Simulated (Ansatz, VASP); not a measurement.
Two plane-wave programs on BeS5

INCAR

```
SYSTEM = BeS5
ALGO = Normal
EDIFF = 1E-6
EDIFFG = -0.04
ENCUT = 600
GGA = PE
IBRION = 2
ISIF = 3
ISMEAR = 0
LASPH = .True.
LCHARG = .False.
LREAL = .False.
LWAVE = .False.
NELM = 60
NSW = 90
PREC = Accurate
SIGMA = 0.1
```

File KPOINTS:

```
k-points
0
Gamma
  4 4 6
  0 0 0
```

POSCAR

```
BeS5
1.0
    6.4451613151      0.0000000000      0.0000000000
    0.0000000000      6.4451613151      0.0000000000
    0.0000000000      0.0000000000      3.3221884696
Be S
1 5
Direct
    0.0000000000      0.0000000000      0.5000000000
    0.8489571554      0.5000000000      0.0000000000
    0.1510428446      0.5000000000      0.0000000000
    0.5000000000      0.1510428446      0.0000000000
    0.5000000000      0.8489571554      0.0000000000
    0.5000000000      0.5000000000      0.5000000000
```

Input for Ansatz:

```yaml
crystal:
  lattice:
    - [6.4451613151, 0.0, 0.0]
    - [0.0, 6.4451613151, 0.0]
    - [0.0, 0.0, 3.3221884696]
  atoms:
    - { symbol: Be, position: [0.0, 0.0, 0.5] }
    - { symbol: S, position: [0.8489571554, 0.5, 0.0] }
    - { symbol: S, position: [0.1510428446, 0.5, 0.0] }
    - { symbol: S, position: [0.5, 0.1510428446, 0.0] }
    - { symbol: S, position: [0.5, 0.8489571554, 0.0] }
    - { symbol: S, position: [0.5, 0.5, 0.5] }
basis:
  ecutwfc: 420
kpoints:
  mp_grid: { grid: [4, 4, 6] }
hamiltonian:
  xc: pbe
scf:
  occupations: { method: gaussian, width: 0.1 }
  lower_state_search: "off"
output:
  forces: true
  stress: true
  eigenvalues: true
relax:
  adjacent_minimum: "off"
  f_tol: 0.04
  max_steps: 70
  cell: { stress_tol: 0.4 }
```

Alike in both runs: task relaxation of cell and atoms; functional PBE; k mesh 4 × 4 × 6; occupations gaussian, width 0.1 eV; no spin polarisation.

```csv
,VASP,Ansatz
version,VASP 6.6.1,Ansatz 0.2.0
potentials or method,"VASP PAW PBE potentials, release 64 (Be, S), cutoff 600 eV","scalar-relativistic, plane waves, PAW"
valence electrons in the cell,32,32
```

|  | VASP | Ansatz | Ansatz less VASP |
| --- | --- | --- | --- |
| gap on the k mesh at the Fermi level, each at its own relaxed structure (eV) | none | none | - |
| relaxed volume (Å³/atom) | 22.43 | 22.51 | +0.078 |
| relaxed length of the cell vector where the two differ most in proportion (Å) | 6.450 | 6.470 | +0.0198 |

A gap of «none» marks a metal or a gap that the smearing closes.
